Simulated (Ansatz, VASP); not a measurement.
# BN: VASP beside Ansatz

INCAR

```
PREC = Accurate ; ENCUT = 600
EDIFF = 1E-6 ; ISMEAR = 0
SIGMA = 0.05 ; LREAL = False
LASPH = True ; NELM = 120
ALGO = Normal ; ISIF = 2
LWAVE = False ; LCHARG = False
GGA = B5 ; ALDAX = 1.0
AGGAX = 1.0 ; AGGAC = 1.0
ALDAC = 0.0 ; NBANDS = 11
GGA_COMPAT = False
```

Contents of KPOINTS:

```
Automatic mesh
0
Gamma
  12 12 12
```

POSCAR

```
BN
1.0
    0.0000000000      1.8233311850      1.8233311850
    1.8233311850      0.0000000000      1.8233311850
    1.8233311850      1.8233311850      0.0000000000
B N
1 1
Direct
    0.0000000000      0.0000000000      0.0000000000
    0.7500000000      0.7500000000      0.7500000000
```

Input for Ansatz:

```yaml
crystal:
  lattice:
    - [0.0, 1.823331185, 1.823331185]
    - [1.823331185, 0.0, 1.823331185]
    - [1.823331185, 1.823331185, 0.0]
  atoms:
    - { symbol: B, position: [0.0, 0.0, 0.0] }
    - { symbol: "N", position: [0.75, 0.75, 0.75] }
basis:
  ecutwfc: 420
  ecutrho_ratio: 4
kpoints:
  mp_grid: { grid: [12, 12, 12] }
hamiltonian:
  xc: blyp
scf:
  occupations: { method: gaussian, width: 0.05 }
output:
  forces: true
  stress: true
  eigenvalues: true
```

Alike in both runs: task single point; functional BLYP; k mesh 12 × 12 × 12; occupations gaussian, width 0.05 eV; no spin polarisation.

|  | VASP | Ansatz |
| --- | --- | --- |
| version | VASP 6.6.1 | Ansatz 0.2.0 |
| potentials or method | VASP PAW PBE potentials, release 64 (B, N), cutoff 600 eV | scalar-relativistic, plane waves, PAW |
| valence electrons in the cell | 8 | 8 |

Ansatz gave:

```
gap on the k mesh at the Fermi level (eV) : 4.84
least direct gap on the mesh (eV)         : 8.79
pressure (GPa)                            : 0.1
```

Question: Which values does VASP return?

Answer: gap on the k mesh at the Fermi level (eV): 4.84; least direct gap on the mesh (eV): 8.80; pressure (GPa): -0.3.

VASP's potentials were made for PBE, not for BLYP. With one functional, cell and mesh, what is left measures potentials, basis and numerics.
